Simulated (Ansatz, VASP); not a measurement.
## SiC: VASP beside Ansatz

```
Si C
1.0
     0.00000    2.17840    2.17840
     2.17840    0.00000    2.17840
     2.17840    2.17840    0.00000
Si C
1 1
Cartesian
  1.0892 1.0892 1.0892
  0.0000 0.0000 0.0000
```

Alike in both runs: task single point; functional PBEsol; k mesh 10 × 10 × 10; occupations gaussian, width 0.02 eV; no spin polarisation.

```csv
,VASP,Ansatz
version,VASP 6.6.1,Ansatz 0.2.0
potentials or method,"VASP PAW PBE potentials, release 64 (Si, C), cutoff 520 eV","scalar-relativistic, plane waves, PAW"
valence electrons in the cell,8,8
```

VASP gave:

| Property | Result |
| --- | --- |
| gap on the k mesh at the Fermi level (eV) | 1.23 |
| least direct gap on the mesh (eV) | 4.44 |
| pressure (GPa) | 0.4 |

Question: What did Ansatz give for the same quantities?

Answer: gap on the k mesh at the Fermi level (eV): 1.24; least direct gap on the mesh (eV): 4.45; pressure (GPa): 0.0.

VASP's potentials were made for PBE, not for PBEsol.
